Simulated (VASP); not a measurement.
The system is LiH.

```
Li H
1.0
     0.00000    2.07670    2.07670
     2.07670    0.00000    2.07670
     2.07670    2.07670    0.00000
Li H
1 1
Direct
  0.00000 0.00000 0.00000
  0.50000 0.50000 0.50000
```

Base run:

```yaml
Program: VASP 6.6.1
Functional: LDA
Potentials_or_basis: VASP PAW LDA potentials, release 64 (Li_sv, H)
Cutoff: 520 eV
k_mesh: 9 × 9 × 9
Occupations: fermi-dirac, width 0.05 eV
Spin: no spin polarisation
```

Its results: band gap on the k mesh 2.97 eV, direct.

**Question.** The run is repeated on the same cell with these changes: k mesh from 9 × 9 × 9 to 11 × 11 × 11; further incar settings from ALGO = Normal; EDIFF = 1e-07; NBANDS = 9 to ALGO = Normal; EDIFF = 1e-06; NBANDS = 9. What comes out?

**Answer.** Band gap on the k mesh 2.87 eV, direct.

A k mesh can miss the band edges.
